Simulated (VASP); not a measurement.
The system is W.

```
W
1.0
    -1.58234    1.58234    1.58234
     1.58234   -1.58234    1.58234
     1.58234    1.58234   -1.58234
W
1
Direct
  0.00000 0.00000 0.00000
```

```yaml
Program: VASP 6.6.1
Task: relaxation of cell and atoms
Functional: RPBE
Dispersion: D3(BJ)
Potentials_or_basis: VASP PAW PBE potentials, release 64 (W_sv)
Cutoff: 600 eV
k_mesh: 12 × 12 × 12
Occupations: fermi-dirac, width 0.05 eV
Spin: no spin polarisation
```

At the start: pressure -38.2 GPa; volume 15.85 Å³/atom.

Q: How do energy, volume and symmetry change on relaxing?

A: Over 8 steps the energy falls by 225.2 meV/atom and the volume is 14.11 Å³/atom (-11.0 %); space group Im-3m (No. 229, to 0.05 Å).

Step by step:
| step | energy change (eV) | largest force (eV/Å) | pressure (GPa) | volume (Å³) |
| --- | --- | --- | --- | --- |
| 1 | 0.0000 | 0.0000 | -38.17 | 15.85 |
| 2 | 5.7617 | 0.0000 | 520.68 | 8.67 |
| 3 | -0.2121 | 0.0000 | -10.60 | 14.50 |
| 4 | -0.2227 | 0.0000 | -4.43 | 14.28 |
| 5 | -0.2252 | 0.0000 | -0.23 | 14.12 |
| 6 | -0.2252 | 0.0000 | 0.60 | 14.09 |
| 7 | -0.2247 | 0.0000 | -1.97 | 14.18 |
| 8 | -0.2252 | 0.0000 | -0.02 | 14.11 |

Final structure:
```
W
1.0
    -1.52229    1.52229    1.52229
     1.52229   -1.52229    1.52229
     1.52229    1.52229   -1.52229
W
1
Direct
  0.00000 0.00000 0.00000
```

Caveat: the PAW data sets were made with another functional, which shifts forces and pressure a little; the volume moved by -11 % from the deposited cell, more than functionals usually miss; pairwise dispersion overbinds metals, which lowers pressure and volume.
